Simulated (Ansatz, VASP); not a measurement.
# Cs2ZnSbCl6: VASP beside Ansatz

```
CELL_PARAMETERS angstrom
0.00000 5.38066 5.38066
5.38066 0.00000 5.38066
5.38066 5.38066 0.00000
ATOMIC_POSITIONS crystal
Cs 0.25000 0.25000 0.25000
Cs 0.75000 0.75000 0.75000
Sb 0.00000 0.00000 0.00000
Zn 0.50000 0.50000 0.50000
Cl 0.75373 0.24627 0.24627
Cl 0.24627 0.75373 0.24627
Cl 0.24627 0.75373 0.75373
Cl 0.75373 0.24627 0.75373
Cl 0.24627 0.24627 0.75373
Cl 0.75373 0.75373 0.24627
```

Alike in both runs: task single point; functional PBE; k mesh 6 × 6 × 6; occupations fermi-dirac, width 0.0312 eV; no spin polarisation.

```csv
,VASP,Ansatz
version,VASP 6.6.1,Ansatz 0.2.0
potentials or method,"VASP PAW PBE potentials, release 64 (Cs_sv, Sb, Zn, Cl), cutoff 520 eV",PAW plane waves
valence electrons in the cell,77,87
```

|  | VASP | Ansatz | Ansatz less VASP |
| --- | --- | --- | --- |
| pressure (GPa) | 0.5 | 0.6 | +0.08 |
| rms of the force components (eV/Å) | 0.175 | 0.186 | +0.0110 |

Atom by atom the forces differ by 0.011 eV/Å (rms over components). The functional is the same, so the differences come from potentials, cutoffs and numerics. VASP's potentials hold 77 valence electrons a cell and Ansatz's 87, so a difference there can come from the potentials and not from the codes.

Spin-orbit coupling is off throughout.
